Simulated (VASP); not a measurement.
# GaP (F-43m) in VASP: notebook

GaP is run at these levels: PBEsol; tasks: single point.

Program: VASP 6.6.1. These are calculated values, not measurements. Logs are shortened: lines on timing, memory, paths and dates and some standing lists are left out, and cuts for length are marked.

### 1 The cell of the first run

Symmetry: F-43m, No. 216, cubic system. The conventional cell has a = 5.452 Å, b = 5.452 Å, c = 5.452 Å, α = 90.00°, β = 90.00°, γ = 90.00°. Within 3.1 Å of Ga (site symmetry -43m) lie 4 P at 2.36 Å. Within 3.1 Å of P (site symmetry -43m) lie 4 Ga at 2.36 Å.

### 2 Single point, PBEsol

Contents of INCAR:

```
SYSTEM = GaP
ALGO = Normal
EDIFF = 1E-6
ENCUT = 520
GGA = PS
ISIF = 2
ISMEAR = 0
LASPH = .True.
LCHARG = .True.
LELF = .True.
LREAL = .False.
LVHAR = .True.
LWAVE = .False.
NBANDS = 16
NELM = 60
PREC = Accurate
SIGMA = 0.1
```

Contents of KPOINTS:

```
k-points
0
Gamma
  6 6 6
  0 0 0
```

Contents of POSCAR:

```
GaP
1.0
    0.0000000000      2.7258124945      2.7258124945
    2.7258124945      0.0000000000      2.7258124945
    2.7258124945      2.7258124945      0.0000000000
Ga P
1 1
Direct
    0.0000000000      0.0000000000      0.0000000000
    0.2500000000      0.2500000000      0.2500000000
```

Potentials or basis: VASP PAW PBE potentials, release 64 (Ga_d, P).

Launch:

```console
$ cat potpaw_PBE.64/Ga_d/POTCAR potpaw_PBE.64/P/POTCAR > POTCAR
$ mpirun -np 1 vasp_std > vasp.out
```

OUTCAR:

```text
SYSTEM = GaP
   EDIFF = 1E-6
   ENCUT = 520
   GGA = PS
   ISIF = 2
   ISMEAR = 0
   LASPH = .True.
   LREAL = .False.
   NELM = 60
   PREC = Accurate

 ion  position               nearest neighbor table
   1  0.000  0.000  0.000-   2 2.36   2 2.36   2 2.36   2 2.36
   2  0.250  0.250  0.250-   1 2.36   1 2.36   1 2.36   1 2.36

  LATTYP: Found a face centered cubic cell.
 ALAT       =     5.4516249890

  Lattice vectors:

 A1 = (   0.0000000000,   2.7258124945,   2.7258124945)
 A2 = (   2.7258124945,   0.0000000000,   2.7258124945)
 A3 = (   2.7258124945,   2.7258124945,   0.0000000000)

Analysis of symmetry for initial positions (statically):
=====================================================================
 Subroutine PRICEL returns:
 Original cell was already a primitive cell.

 Routine SETGRP: Setting up the symmetry group for a
 face centered cubic supercell.

 Subroutine GETGRP returns: Found 24 space group operations
 (whereof 24 operations were pure point group operations)
 out of a pool of 48 trial point group operations.

The static configuration has the point symmetry T_d .

Analysis of symmetry for dynamics (positions and initial velocities):
=====================================================================
 Subroutine PRICEL returns:
 Original cell was already a primitive cell.

 Routine SETGRP: Setting up the symmetry group for a
 face centered cubic supercell.

 Subroutine GETGRP returns: Found 24 space group operations
 (whereof 24 operations were pure point group operations)
 out of a pool of 48 trial point group operations.

The dynamic configuration has the point symmetry T_d .

 Subroutine INISYM returns: Found 24 space group operations
 (whereof 24 operations are pure point group operations),
 and found     1 'primitive' translations

----------------------------------------------------------------------------------------

                                     Primitive cell

  volume of cell :      40.5059

  direct lattice vectors                    reciprocal lattice vectors
     0.000000000  2.725812494  2.725812494    -0.183431546  0.183431546  0.183431546
     2.725812494  0.000000000  2.725812494     0.183431546 -0.183431546  0.183431546
     2.725812494  2.725812494  0.000000000     0.183431546  0.183431546 -0.183431546

  length of vectors
     3.854880998  3.854880998  3.854880998     0.317712757  0.317712757  0.317712757

[... 70 lines left out ...]
   NELM   =     60;   NELMIN=  2; NELMDL= -5     # of ELM steps
   EDIFF  = 0.1E-05   stopping-criterion for ELM
   LREAL  =      F    real-space projection
   EDIFFG = 0.1E-04   stopping-criterion for IOM
   NSW    =      0    number of steps for IOM
   IBRION =     -1    ionic relax: 0-MD 1-quasi-New 2-CG
   NFREE  =      0    steps in history (QN), initial steepest desc. (CG)
   ISIF   =      2    stress and relaxation
   ISYM   =      2    0-nonsym 1-usesym 2-fastsym
   POTIM  = 0.5000    time-step for ionic-motion
   TEBEG  =    0.0;   TEEND  =   0.0 temperature during run
   PSTRESS=    0.0 pullay stress
   NELECT =      18.0000    total number of electrons
   NUPDOWN=      -1.0000    fix difference up-down
   EMIN   =  10.00;   EMAX   =-10.00  energy-range for DOS
   EFERMI =   0.00;   METHOD = LEGACY
   ISMEAR =     0;   SIGMA  =   0.10  broadening in eV -4-tet -1-fermi 0-gaus
   EFERMI_NEDOS =   21; number of points for ismear=-14 and -15
   IALGO  =     38    algorithm
   IMIX   =      4    mixing-type and parameters
     AMIX     =   0.40;   BMIX     =  1.00
     AMIX_MAG =   1.60;   BMIX_MAG =  1.00
  volume/ion in A,a.u.               =      20.25       136.67
  Fermi-wavevector in a.u.,A,eV,Ry     =   1.249280  2.360796 21.234610  1.560700
  Thomas-Fermi vector in A             =   2.383328
   LORBIT       =      0    0 simple, 1 ext, 2 COOP (PROOUT), +10 PAW based schemes
   GGA     = PS    functional components
   LHFCALC =     F    Hartree Fock is set to
   AEXX    =    0.0000 exact exchange contribution
   IVDW    =     0    specifies the selected vdW correction
   LEPSILON=     F    determine dielectric tensor
   LRPA    =     F    only Hartree local field effects (RPA)
 non-spin polarized calculation
 Gauss-broadening in eV      SIGMA  =   0.10
  energy-cutoff  :      520.00
  volume of cell :       40.51
 maximum number of plane-waves:      1113
 NGX is ok and might be reduce to    30
   NGX = 15   NGY = 15   NGZ = 15

 number of electron      17.9999989 magnetization

 Free energy of the ion-electron system (eV)
  ---------------------------------------------------
  ext. energy  EPLUGINS =         0.00000000
  ---------------------------------------------------
  free energy    TOTEN  =        -9.90559701 eV

  energy without entropy =       -9.90559701  energy(sigma->0) =       -9.90559701

 E-fermi :   5.0129     XC(G=0): -10.0159

 val. band max:        4.5690946733   @ k =   0.0000   0.0000   0.0000
 cond. band min:       6.0823666556   @ k =   0.5000   0.5000   0.0000
 fundamental gap:      1.5132719823
 Fermi energy:         5.0128878292

 k-point     1 :       0.0000    0.0000    0.0000
  band No.  band energies     occupation
      1      -9.9781      2.00000
      2      -9.9781      2.00000
      3      -9.9781      2.00000
      4      -9.8778      2.00000
      5      -9.8778      2.00000
      6      -7.9517      2.00000
[... 281 lines left out ...]
      3      -9.9176      2.00000
      4      -9.8988      2.00000
      5      -9.8646      2.00000
      6      -4.8797      2.00000
[... 8 lines left out ...]
     15      16.4531      0.00000
     16      18.1537      0.00000

------------------------ aborting loop because EDIFF is reached ----------------------------------------

  FORCE on cell =-STRESS in cart. coord.  units (eV):
  Direction    XX          YY          ZZ          XY          YZ          ZX
  --------------------------------------------------------------------------------------
  -------------------------------------------------------------------------------------
  Total       -0.1690960     -0.1690960     -0.1690960      0.0000000      0.0000000      0.0000000
  in kB       -6.6884582     -6.6884582     -6.6884582      0.0000000      0.0000000      0.0000000
  external PRESSURE =      -6.6884582 kB  Pullay stress =       0.0000000 kB

 VOLUME and BASIS-vectors are now :
 -----------------------------------------------------------------------------
  energy-cutoff  :      520.00
  volume of cell :       40.51
      direct lattice vectors                 reciprocal lattice vectors
     0.000000000  2.725812494  2.725812494    -0.183431546  0.183431546  0.183431546
     2.725812494  0.000000000  2.725812494     0.183431546 -0.183431546  0.183431546
     2.725812494  2.725812494  0.000000000     0.183431546  0.183431546 -0.183431546

 POSITION                                       TOTAL-FORCE (eV/Angst)
 -----------------------------------------------------------------------------------
      0.00000      0.00000      0.00000        -0.000000     -0.000000     -0.000000
      1.36291      1.36291      1.36291         0.000000      0.000000      0.000000
 -----------------------------------------------------------------------------------
    total drift:                                0.000000      0.000000      0.000000

  FREE ENERGIE OF THE ION-ELECTRON SYSTEM (eV)
  ---------------------------------------------------
  free  energy   TOTEN  =        -9.9055970140 eV

  energy  without entropy=       -9.9055970140  energy(sigma->0) =       -9.90559701
```

Run time: 11 s. Hardware: 1 thread of Intel Xeon Platinum 8488C (Sapphire Rapids), shared host; peak memory 0.16 GiB.

What came out:

```yaml
Free_energy: -9.9056 eV
Pressure: -0.7 GPa
Band_gap_on_the_k_mesh: 1.51 eV, indirect (least direct gap 1.74 eV)
```

Caveat: the PAW data sets were made with another functional, which shifts forces and pressure a little. A k mesh can miss the band edges.

### 3 Single point, PBEsol

This run uses another cell than the first one, of 20.11 Å³/atom, 0.993 times its volume.

Contents of INCAR:

```
  PREC = Accurate
  ENCUT = 520
  EDIFF = 1E-6
  ISMEAR = 0
  SIGMA = 0.02
  LREAL = F
  LASPH = T
  NELM = 100
  ALGO = Normal
  ISIF = 2
  LWAVE = F
  LCHARG = T
  GGA = PS
  LELF = T
  LVHAR = T
  NBANDS = 16
```

Contents of KPOINTS:

```
Automatic mesh
0
Gamma
  8 8 8
```

Contents of POSCAR:

```
GaP
1.0
    0.0000000000      2.7192244521      2.7192244521
    2.7192244521      0.0000000000      2.7192244521
    2.7192244521      2.7192244521      0.0000000000
Ga P
1 1
Direct
    0.0000000000      0.0000000000      0.0000000000
    0.2500000000      0.2500000000      0.2500000000
```

Potentials or basis: VASP PAW PBE potentials, release 64 (Ga_d, P).

Launch:

```console
$ cat potpaw_PBE.64/Ga_d/POTCAR potpaw_PBE.64/P/POTCAR > POTCAR
$ mpirun -np 1 vasp_std > vasp.out
```

OUTCAR:

```text
PREC = Accurate
   ENCUT = 520
   EDIFF = 1E-6
   ISMEAR = 0
   LREAL = F
   LASPH = T
   NELM = 100
   ISIF = 2
   GGA = PS

 ion  position               nearest neighbor table
   1  0.000  0.000  0.000-   2 2.35   2 2.35   2 2.35   2 2.35
   2  0.250  0.250  0.250-   1 2.35   1 2.35   1 2.35   1 2.35

  LATTYP: Found a face centered cubic cell.
 ALAT       =     5.4384489042

  Lattice vectors:

 A1 = (   0.0000000000,   2.7192244521,   2.7192244521)
 A2 = (   2.7192244521,   0.0000000000,   2.7192244521)
 A3 = (   2.7192244521,   2.7192244521,   0.0000000000)
[... 624 lines left out ...]
      3      -9.8715      2.00000
      4      -9.8187      2.00000
      5      -9.8057      2.00000
      6      -5.4111      2.00000
[... 8 lines left out ...]
     15      16.5597      0.00000
     16      17.1137      0.00000

 [... further k-points ...]
[... 5 lines left out ...]
  --------------------------------------------------------------------------------------
  -------------------------------------------------------------------------------------
  Total       -0.0227448     -0.0227448     -0.0227448      0.0000000      0.0000000      0.0000000
  in kB       -0.9062079     -0.9062079     -0.9062079      0.0000000      0.0000000      0.0000000
  external PRESSURE =      -0.9062079 kB  Pullay stress =       0.0000000 kB

 VOLUME and BASIS-vectors are now :
 -----------------------------------------------------------------------------
  energy-cutoff  :      520.00
  volume of cell :       40.21
      direct lattice vectors                 reciprocal lattice vectors
     0.000000000  2.719224452  2.719224452    -0.183875958  0.183875958  0.183875958
     2.719224452  0.000000000  2.719224452     0.183875958 -0.183875958  0.183875958
     2.719224452  2.719224452  0.000000000     0.183875958  0.183875958 -0.183875958

 POSITION                                       TOTAL-FORCE (eV/Angst)
 -----------------------------------------------------------------------------------
      0.00000      0.00000      0.00000         0.000000      0.000000      0.000000
      1.35961      1.35961      1.35961        -0.000000     -0.000000     -0.000000
 -----------------------------------------------------------------------------------
    total drift:                                0.000000      0.000000      0.000000

  FREE ENERGIE OF THE ION-ELECTRON SYSTEM (eV)
  ---------------------------------------------------
  free  energy   TOTEN  =        -9.9210931623 eV

  energy  without entropy=       -9.9210931623  energy(sigma->0) =       -9.92109316
```

stdout:

```text
POSCAR found type information on POSCAR GaP
 POSCAR found :  2 types and       2 ions
 scaLAPACK will be used
 -----------------------------------------------------------------------------
|                                                                             |
|                                                                             |
|     You enforced a specific xc type in the INCAR file but a different       |
|     I HOPE YOU KNOW WHAT YOU ARE DOING!                                     |
|                                                                             |
 -----------------------------------------------------------------------------

 LDA part: xc-table for (Slater+PW92), standard interpolation
 POSCAR, INCAR and KPOINTS ok, starting setup
 FFT: planning ... GRIDC
 FFT: planning ... GRID_SOFT
 FFT: planning ... GRID
 WAVECAR not read
 entering main loop
```

Run time: 23 s. Hardware: 1 thread of Intel Xeon Platinum 8488C (Sapphire Rapids), shared host; peak memory 0.17 GiB.

What came out:

| Quantity | Value |
| --- | --- |
| Free energy | -9.9211 eV |
| Pressure | -0.1 GPa |
| Band gap on the k mesh | 1.50 eV, indirect (least direct gap 1.80 eV) |

Caveat: the PAW data sets were made with another functional, which shifts forces and pressure a little. As with any semilocal functional, this PBEsol gap is likely too small.
